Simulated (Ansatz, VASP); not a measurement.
One calculation of Si5O, two programs

```
Si O
1.0
     4.68280    0.00000    0.00000
    -2.34140    4.05543    0.00000
     0.00000    0.00000    4.90936
Si O
5 1
Direct
  0.69290 0.00000 0.00000
  0.00000 0.69290 0.00000
  0.30710 0.30710 0.00000
  0.33333 0.66667 0.00000
  0.66667 0.33333 0.00000
  0.00000 0.00000 0.00000
```

Alike in both runs: task single point; functional PBE; k mesh 6 × 6 × 4; occupations gaussian, width 0.1 eV; collinear spin.

|  | VASP | Ansatz |
| --- | --- | --- |
| version | VASP 6.6.1 | Ansatz 0.2.0 |
| potentials or method | VASP PAW PBE potentials, release 64 (Si, O), cutoff 520 eV | scalar-relativistic, plane waves, PAW |
| valence electrons in the cell | 26 | 26 |

```tsv
	VASP	Ansatz	Ansatz less VASP
gap on the k mesh at the Fermi level (eV)	none	none	-
rms of the force components (eV/Å)	5.581	5.590	+0.0091
net moment per atom (μB)	0.00	0.00	0.000
```

Atom by atom the forces differ by 0.009 eV/Å (rms over components). A gap of «none» marks a metal or a gap that the smearing closes. Ansatz's warnings: seeded moment not kept.
